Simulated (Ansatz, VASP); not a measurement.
## One calculation of Cu2B, two programs

Contents of INCAR:

```
SYSTEM = Cu2B
PREC = Accurate
ENCUT = 600
EDIFF = 1E-7
ISMEAR = -1
SIGMA = 0.05
LREAL = .False.
LASPH = .True.
NELM = 120
ALGO = Normal
ISIF = 3
LWAVE = .False.
LCHARG = .False.
IBRION = 2
NSW = 60
EDIFFG = -0.01
GGA_COMPAT = .False.
NELMIN = 4
```

KPOINTS

```
Automatic mesh
0
Gamma
  5 5 5
  0 0 0
```

Contents of POSCAR:

```
Cu2B
1.0
    0.0000000000      3.2834700000      3.2834700000
    3.2834700000      0.0000000000      3.2834700000
    3.2834700000      3.2834700000      0.0000000000
Cu B
4 2
Direct
    0.1250000000      0.1250000000      0.1250000000
    0.6250000000      0.1250000000      0.1250000000
    0.1250000000      0.1250000000      0.6250000000
    0.1250000000      0.6250000000      0.1250000000
    0.5000000000      0.5000000000      0.5000000000
    0.7500000000      0.7500000000      0.7500000000
```

The input input.yaml:

```yaml
crystal:
  lattice:
    - [0.0, 3.28347, 3.28347]
    - [3.28347, 0.0, 3.28347]
    - [3.28347, 3.28347, 0.0]
  atoms:
    - { symbol: Cu, position: [0.125, 0.125, 0.125] }
    - { symbol: Cu, position: [0.625, 0.125, 0.125] }
    - { symbol: Cu, position: [0.125, 0.125, 0.625] }
    - { symbol: Cu, position: [0.125, 0.625, 0.125] }
    - { symbol: B, position: [0.5, 0.5, 0.5] }
    - { symbol: B, position: [0.75, 0.75, 0.75] }
hamiltonian:
  xc: lda
  pseudopotentials: { kind: paw }
kpoints:
  mp_grid: { grid: [5, 5, 5] }
scf:
  occupations: { method: fermi_dirac, width: 0.05 }
output:
  forces: true
  stress: true
  eigenvalues: true
  write_density: true
  write_potential: true
  elf: true
  volumetric_format: npy
relax:
  f_tol: 0.01
  max_steps: 40
  cell: { stress_tol: 0.05 }
```

Alike in both runs: task relaxation of cell and atoms; functional LDA; k mesh 5 × 5 × 5; occupations fermi-dirac, width 0.05 eV; no spin polarisation.

|  | VASP | Ansatz |
| --- | --- | --- |
| version | VASP 6.6.1 | Ansatz 0.2.0 |
| potentials or method | VASP PAW LDA potentials, release 64 (Cu, B) | Ansatz PAW |
| plane-wave cutoff (eV) | 600 | 420 |
| valence electrons in the cell | 50 | 82 |

VASP gave:

| Property | Result |
| --- | --- |
| gap on the k mesh at the Fermi level, each at its own relaxed structure (eV) | none |
| relaxed volume (Å³/atom) | 10.85 |
| relaxed cell length with the largest relative difference (Å) | 4.516 |

Problem. Which values does Ansatz return?

Solution. gap on the k mesh at the Fermi level, each at its own relaxed structure (eV): none; relaxed volume (Å³/atom): 10.82; relaxed cell length with the largest relative difference (Å): 4.512.

LDA's correlation is that of Perdew and Zunger in VASP and of Perdew and Wang (1992) in Ansatz. A gap of «none» marks a metal or a gap that the smearing closes. VASP's potentials hold 50 valence electrons a cell and Ansatz's 82, so a difference there can come from the potentials and not from the codes.

Noted on Ansatz's run: the plane-wave basis is chosen anew once the cell has moved, so the energies of steps on either side of that aren't comparable.
